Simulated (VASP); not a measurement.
GaAs (m.bB), 2 atoms in the cell. It takes space group F-43m (No. 216, cubic). The conventional cell has a = 5.670 Å, b = 5.670 Å, c = 5.670 Å, α = 90.00°, β = 90.00°, γ = 90.00°. Within 3.2 Å of Ga (site symmetry -43m) lie 4 As at 2.46 Å. Within 3.2 Å of As (site symmetry -43m) lie 4 Ga at 2.46 Å. 

- Program: VASP 6.6.1
- Task: single point
- Functional: PBE
- Potentials or basis: VASP PAW PBE potentials, release 64 (Ga_d, As)
- Cutoff: 500 eV
- k mesh: 6 × 6 × 6
- Occupations: gaussian, width 0.1 eV
- Spin: no spin polarisation
- Dipole correction: no
- Further INCAR settings: ALGO = Normal; EDIFF = 1e-06; NBANDS = 16

Potentials or basis: VASP PAW PBE potentials, release 64 (Ga_d, As).

The run is started by

```console
$ cat potpaw_PBE.64/Ga_d/POTCAR potpaw_PBE.64/As/POTCAR > POTCAR
$ mpirun -np 1 vasp_std > vasp.out
```

Hardware: 1 thread of Intel Xeon 6975P-C, with other jobs on the host.

Question: How long does it take, and how much memory?

Answer: Wall time 9.8 s on 1 thread of Intel Xeon 6975P-C, on a shared host, peak memory 0.17 GiB. Counts: scf iterations 12, k points 16.
